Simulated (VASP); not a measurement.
# BeZn2O3 (P4mm) in VASP: single point with PBE

Aim: the single point of BeZn2O3 with PBE.

All numbers are computed with VASP 6.6.1; they aren't measurements. Logs are shortened: lines on timing, memory, paths and dates and some standing lists are left out, and cuts for length are marked.

### Step 1. The cell of the first run

The structure is tetragonal, space group P4mm (No. 99). Conventional cell: a = 3.752 Å, b = 3.752 Å, c = 5.461 Å, α = 90.00°, β = 90.00°, γ = 90.00°. Within 1.9 Å of Be (site symmetry 4mm) lie 1 O at 1.43 Å. Zn (site symmetry 4mm) has 4 O at 1.98 Å and 4 Be at 2.67 Å within 2.7 Å. Zn (site symmetry 4mm) has 5 O at 1.79 to 2.30 Å and 1 Be at 2.24 Å within 2.4 Å. O (site symmetry 2mm) has 4 Zn at 1.98 to 2.30 Å and 2 Be at 2.08 Å and 4 O at 2.65 Å within 2.7 Å. Within 1.9 Å of O (site symmetry 4mm) lie 1 Be at 1.43 Å and 1 Zn at 1.79 Å.

The cell was generated, and may not be a known phase.

### Step 2. Single point, PBE

Contents of INCAR:

```
SYSTEM = BeZn2O3
PREC = Accurate ; ENCUT = 1340
EDIFF = 1E-6 ; ISMEAR = 0
SIGMA = 0.15 ; LREAL = .False.
LASPH = .True. ; NELM = 120
ALGO = Normal ; ISIF = 2
LWAVE = .False. ; LCHARG = .False.
GGA = PE ; NBANDS = 31
GGA_COMPAT = .False.
```

Contents of KPOINTS:

```
Automatic mesh
0
Gamma
  3 3 2
  0 0 0
```

Contents of POSCAR:

```
BeZn2O3
1.0
    3.7516583078      0.0000000000      0.0000000000
    0.0000000000      3.7516583078      0.0000000000
    0.0000000000      0.0000000000      5.4607658116
Be Zn O
1 2 3
Direct
    0.5000000000      0.5000000000      0.2299984614
    0.0000000000      0.0000000000      0.1786468694
    0.5000000000      0.5000000000      0.8205104040
    0.5000000000      0.0000000000      0.0647171206
    0.0000000000      0.5000000000      0.0647171206
    0.5000000000      0.5000000000      0.4925703540
```

Potentials or basis: VASP PAW PBE potentials, release 64 (Be, Zn, O_h).

Launch:

```sh
> cat potpaw_PBE.64/Be/POTCAR potpaw_PBE.64/Zn/POTCAR potpaw_PBE.64/O_h/POTCAR > POTCAR
> mpirun -np 1 vasp_std > vasp.out
```

OUTCAR:

```text
SYSTEM = BeZn2O3
   PREC = Accurate
   ENCUT = 1340
   EDIFF = 1E-6
   ISMEAR = 0
   LREAL = .False.
   LASPH = .True.
   NELM = 120
   ISIF = 2
   GGA = PE

 ion  position               nearest neighbor table
   1  0.500  0.500  0.230-   6 1.43   3 2.24   2 2.67   2 2.67   2 2.67   2 2.67
   2  0.000  0.000  0.179-   4 1.98   5 1.98   5 1.98   4 1.98   1 2.67   1 2.67   1 2.67   1 2.67

   3  0.500  0.500  0.821-   6 1.79   1 2.24
   4  0.500  0.000  0.065-   2 1.98   2 1.98
   5  0.000  0.500  0.065-   2 1.98   2 1.98
   6  0.500  0.500  0.493-   1 1.43   3 1.79

  LATTYP: Found a simple tetragonal cell.
 ALAT       =     3.7516583078
 C/A-ratio  =     1.4555605451

  Lattice vectors:

 A1 = (   3.7516583078,   0.0000000000,   0.0000000000)
 A2 = (   0.0000000000,   3.7516583078,   0.0000000000)
 A3 = (   0.0000000000,   0.0000000000,   5.4607658116)

Analysis of symmetry for initial positions (statically):
=====================================================================
 Subroutine PRICEL returns:
 Original cell was already a primitive cell.

 Routine SETGRP: Setting up the symmetry group for a
 simple tetragonal supercell.

 Subroutine GETGRP returns: Found  8 space group operations
 (whereof  8 operations were pure point group operations)
 out of a pool of 16 trial point group operations.

The static configuration has the point symmetry C_4v.

Analysis of symmetry for dynamics (positions and initial velocities):
=====================================================================
 Subroutine PRICEL returns:
 Original cell was already a primitive cell.

 Routine SETGRP: Setting up the symmetry group for a
 simple tetragonal supercell.

 Subroutine GETGRP returns: Found  8 space group operations
 (whereof  8 operations were pure point group operations)
 out of a pool of 16 trial point group operations.

The dynamic configuration has the point symmetry C_4v.

 Subroutine INISYM returns: Found  8 space group operations
 (whereof  8 operations are pure point group operations),
 and found     1 'primitive' translations

----------------------------------------------------------------------------------------

                                     Primitive cell

  volume of cell :      76.8600

  direct lattice vectors                    reciprocal lattice vectors
     3.751658308  0.000000000  0.000000000     0.266548795  0.000000000  0.000000000
     0.000000000  3.751658308  0.000000000     0.000000000  0.266548795  0.000000000
[... 77 lines left out ...]
   NSW    =      0    number of steps for IOM
   IBRION =     -1    ionic relax: 0-MD 1-quasi-New 2-CG
   NFREE  =      0    steps in history (QN), initial steepest desc. (CG)
   ISIF   =      2    stress and relaxation
   ISYM   =      2    0-nonsym 1-usesym 2-fastsym
   POTIM  = 0.5000    time-step for ionic-motion
   TEBEG  =    0.0;   TEEND  =   0.0 temperature during run
   PSTRESS=    0.0 pullay stress
   NELECT =      44.0000    total number of electrons
   NUPDOWN=      -1.0000    fix difference up-down
   EMIN   =  10.00;   EMAX   =-10.00  energy-range for DOS
   EFERMI =   0.00;   METHOD = LEGACY
   ISMEAR =     0;   SIGMA  =   0.15  broadening in eV -4-tet -1-fermi 0-gaus
   EFERMI_NEDOS =   21; number of points for ismear=-14 and -15
   IALGO  =     38    algorithm
   IMIX   =      4    mixing-type and parameters
     AMIX     =   0.40;   BMIX     =  1.00
     AMIX_MAG =   1.60;   BMIX_MAG =  1.00
  volume/ion in A,a.u.               =      12.81        86.45
  Fermi-wavevector in a.u.,A,eV,Ry     =   1.359332  2.568766 25.140638  1.847785
  Thomas-Fermi vector in A             =   2.486089
   LORBIT       =      0    0 simple, 1 ext, 2 COOP (PROOUT), +10 PAW based schemes
   GGA     = PE    functional components
   LHFCALC =     F    Hartree Fock is set to
   AEXX    =    0.0000 exact exchange contribution
   IVDW    =     0    specifies the selected vdW correction
   LEPSILON=     F    determine dielectric tensor
   LRPA    =     F    only Hartree local field effects (RPA)
 non-spin polarized calculation
 Gauss-broadening in eV      SIGMA  =   0.15
  energy-cutoff  :     1340.00
  volume of cell :       76.86
 maximum number of plane-waves:      8586
 NGX is ok and might be reduce to    48
   NGX = 23   NGY = 23   NGZ = 33

 number of electron      44.0000001 magnetization

 Free energy of the ion-electron system (eV)
  ---------------------------------------------------
  ext. energy  EPLUGINS =         0.00000000
  ---------------------------------------------------
  free energy    TOTEN  =       -27.87452534 eV

  energy without entropy =      -27.87412166  energy(sigma->0) =      -27.87432350

 E-fermi :   1.4049     XC(G=0):  -9.6099

 val. band max:        1.0663988412   @ k =   0.3333   0.3333   0.5000
 cond. band min:       1.6752689390   @ k =   0.0000   0.0000   0.0000
 fundamental gap:      0.6088700978
 Fermi energy:         1.4049060145

 k-point     1 :       0.0000    0.0000    0.0000
  band No.  band energies     occupation
      1     -17.5777      2.00000
      2     -15.8207      2.00000
      3     -15.7220      2.00000
      4      -5.5540      2.00000
      5      -5.4463      2.00000
      6      -5.4463      2.00000
[... 193 lines left out ...]
     30      10.9603      0.00000
     31      12.8144      0.00000

------------------------ aborting loop because EDIFF is reached ----------------------------------------

  FORCE on cell =-STRESS in cart. coord.  units (eV):
  Direction    XX          YY          ZZ          XY          YZ          ZX
  --------------------------------------------------------------------------------------
  -------------------------------------------------------------------------------------
  Total        0.2460824      0.2460824      0.3459670      0.0000000      0.0000000      0.0000000
  in kB        5.1296887      5.1296887      7.2118249      0.0000000      0.0000000      0.0000000
  external PRESSURE =       5.8237341 kB  Pullay stress =       0.0000000 kB

 VOLUME and BASIS-vectors are now :
 -----------------------------------------------------------------------------
  energy-cutoff  :     1340.00
  volume of cell :       76.86
      direct lattice vectors                 reciprocal lattice vectors
     3.751658308  0.000000000  0.000000000     0.266548795  0.000000000  0.000000000
     0.000000000  3.751658308  0.000000000     0.000000000  0.266548795  0.000000000
     0.000000000  0.000000000  5.460765812     0.000000000  0.000000000  0.183124498

 POSITION                                       TOTAL-FORCE (eV/Angst)
 -----------------------------------------------------------------------------------
      1.87583      1.87583      1.25597         0.000000     -0.000000      0.027537
      0.00000      0.00000      0.97555         0.000000      0.000000      0.075878
      1.87583      1.87583      4.48062         0.000000      0.000000      0.106149
      1.87583      0.00000      0.35341         0.000000      0.000000     -0.017796
      0.00000      1.87583      0.35341         0.000000      0.000000     -0.017796
      1.87583      1.87583      2.68981         0.000000     -0.000000     -0.173973
 -----------------------------------------------------------------------------------
    total drift:                                0.000000      0.000000     -0.000453

  FREE ENERGIE OF THE ION-ELECTRON SYSTEM (eV)
  ---------------------------------------------------
  free  energy   TOTEN  =       -27.8745253415 eV

  energy  without entropy=      -27.8741216620  energy(sigma->0) =      -27.87432350
```

OSZICAR:

```text
N       E                     dE             d eps       ncg     rms          rms(c)
DAV:   1     0.615982808935E+03    0.61598E+03   -0.35922E+04   372   0.344E+03
DAV:   2     0.103211547645E+03   -0.51277E+03   -0.48470E+03   372   0.715E+02
DAV:   3    -0.231044455621E+02   -0.12632E+03   -0.11931E+03   520   0.245E+02
DAV:   4    -0.336975105201E+02   -0.10593E+02   -0.10511E+02   421   0.754E+01
DAV:   5    -0.338873480629E+02   -0.18984E+00   -0.18971E+00   444   0.107E+01    0.168E+01
DAV:   6    -0.276080556888E+02    0.62793E+01   -0.11666E+01   637   0.801E+01    0.919E+00
DAV:   7    -0.280090875810E+02   -0.40103E+00   -0.67262E+00   407   0.165E+01    0.622E+00
DAV:   8    -0.279819071455E+02    0.27180E-01   -0.12990E+00   555   0.107E+01    0.243E+00
DAV:   9    -0.278669044958E+02    0.11500E+00   -0.37473E-01   600   0.958E+00    0.381E-01
DAV:  10    -0.278732379928E+02   -0.63335E-02   -0.82398E-02   424   0.236E+00    0.210E-01
DAV:  11    -0.278739918337E+02   -0.75384E-03   -0.37759E-03   466   0.807E-01    0.154E-01
DAV:  12    -0.278744288023E+02   -0.43697E-03   -0.14911E-03   453   0.656E-01    0.535E-02
DAV:  13    -0.278744859708E+02   -0.57169E-04   -0.34133E-04   459   0.291E-01    0.332E-02
DAV:  14    -0.278745160358E+02   -0.30065E-04   -0.11248E-04   447   0.116E-01    0.698E-03
DAV:  15    -0.278745247837E+02   -0.87479E-05   -0.33336E-05   465   0.655E-02    0.862E-03
DAV:  16    -0.278745253415E+02   -0.55776E-06   -0.47226E-06   421   0.548E-02
   1 F= -.27874525E+02 E0= -.27874324E+02  d E =-.403679E-03
```

stdout:

```text
POSCAR found type information on POSCAR BeZnO
 POSCAR found :  3 types and       6 ions
 scaLAPACK will be used
 LDA part: xc-table for (Slater+PW92), standard interpolation
 POSCAR, INCAR and KPOINTS ok, starting setup
 FFT: planning ... GRIDC
 FFT: planning ... GRID_SOFT
 FFT: planning ... GRID
 WAVECAR not read
 entering main loop
```

Run time: 1.7 min. Hardware: 1 thread of Intel Xeon Platinum 8259CL at 2.50GHz (Skylake/Cascade Lake), shared host; peak memory 0.41 GiB.

Results:

| Property | Result |
| --- | --- |
| Free energy | -27.8745 eV |
| Pressure | 0.6 GPa |
| Largest force | 0.174 eV/Å |
| Band gap on the k mesh | 0.61 eV (least direct gap 1.34 eV) |

Forces on the atoms (eV/Å):
```
Be   0.000  0.000  0.028
Zn   0.000  0.000  0.076
Zn   0.000  0.000  0.106
O    0.000  0.000 -0.018
O    0.000  0.000 -0.018
O    0.000  0.000 -0.174
```

Caveat: the k points lie up to 0.58 Å⁻¹ apart; semilocal functionals underestimate gaps, and a narrow one can read as zero.
